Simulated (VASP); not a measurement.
Write the native input for VASP 6.6.1 that does the following.

| Item | Value |
| --- | --- |
| Task | single point |
| Functional | PBEsol |
| Potentials or basis | VASP PAW PBE potentials, release 64 (Ti_sv) |
| Cutoff | 520 eV |
| k mesh | 14 × 14 × 14 |
| Occupations | gaussian, width 0.15 eV |
| Spin | no spin polarisation |
| Dipole correction | no |
| Further INCAR settings | ALGO = Fast; EDIFF = 1e-07; NBANDS = 19 |

The structure of Ti lies in POSCAR:

```
Ti
1.0
    0.0000000000     -3.2099008398      0.0000000000
   -3.2099008398      0.0000000000      0.0000000000
    0.0000000000      0.0000000000     -3.2099008398
Ti
2
Direct
    0.5114645286      0.5114645286      0.5000000000
   -0.0114645286     -0.0114645286      0.0000000000
```

This cell differs from its parent crystal: atoms displaced along a vibrational mode.

The input as run:

INCAR

```
PREC = Accurate
ENCUT = 520
EDIFF = 1E-7
ISMEAR = 0
SIGMA = 0.15
LREAL = F
LASPH = T
NELM = 100
ALGO = Fast
ISIF = 2
LWAVE = F
LCHARG = F
GGA = PS
NBANDS = 19
```

KPOINTS

```
Automatic mesh
0
Gamma
  14 14 14
```

Potentials or basis: VASP PAW PBE potentials, release 64 (Ti_sv).

The run is started by

```sh
$ cat potpaw_PBE.64/Ti_sv/POTCAR > POTCAR
$ mpirun -np 1 vasp_std > vasp.out
```

It gave:

| Quantity | Value |
| --- | --- |
| Pressure | 0.1 GPa |
| Largest force | 0.505 eV/Å |
| Band gap on the k mesh | zero (bands 12 and 13 overlap by 1.53 eV) |

Caveat: the cell differs from its parent crystal (atoms displaced along a vibrational mode); the PAW data sets were made with another functional, which shifts forces and pressure a little.

Run time: 16 min on 1 thread of AMD EPYC 7R43 64-Core Processor (Zen 3) (shared host), peak memory 0.29 GiB.
